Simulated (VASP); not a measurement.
Crystal: Cu2O.

```
CELL_PARAMETERS angstrom
4.26000 0.00000 0.00000
0.00000 4.26000 0.00000
0.00000 0.00000 4.26000
ATOMIC_POSITIONS crystal
Cu 0.25000 0.25000 0.25000
Cu 0.25000 0.75000 0.75000
Cu 0.75000 0.75000 0.25000
Cu 0.75000 0.25000 0.75000
O 0.00000 0.00000 0.00000
O 0.50000 0.50000 0.50000
```

```yaml
Program: VASP 6.6.1
Task: relaxation of cell and atoms
Functional: RPBE
Potentials_or_basis: VASP PAW PBE potentials, release 64 (Cu_sv_GW, O)
Cutoff: 820 eV
k_mesh: 6 × 6 × 6
Occupations: gaussian, width 0.01 eV
Spin: no spin polarisation
```

At the start: pressure 6.6 GPa; volume 12.88 Å³/atom.

How do energy, volume and symmetry change on relaxing?

Over 3 steps the energy falls by 13.8 meV/atom and the volume is 13.58 Å³/atom (+5.4 %); space group Pn-3m (No. 224, to 0.1 Å) before and after.

Step by step:
| step | energy change (eV) | largest force (eV/Å) | pressure (GPa) | volume (Å³) |
| --- | --- | --- | --- | --- |
| 1 | 0.0000 | 0.0000 | 6.64 | 77.31 |
| 2 | -0.0677 | 0.0000 | -2.52 | 83.44 |
| 3 | -0.0831 | 0.0000 | 0.03 | 81.50 |

Final structure:
```
CELL_PARAMETERS angstrom
4.33567 0.00000 0.00000
0.00000 4.33567 0.00000
0.00000 0.00000 4.33567
ATOMIC_POSITIONS crystal
Cu 0.25000 0.25000 0.25000
Cu 0.25000 0.75000 0.75000
Cu 0.75000 0.75000 0.25000
Cu 0.75000 0.25000 0.75000
O 0.00000 0.00000 0.00000
O 0.50000 0.50000 0.50000
```

Caveat: the PAW data sets were made with another functional, which shifts forces and pressure a little.
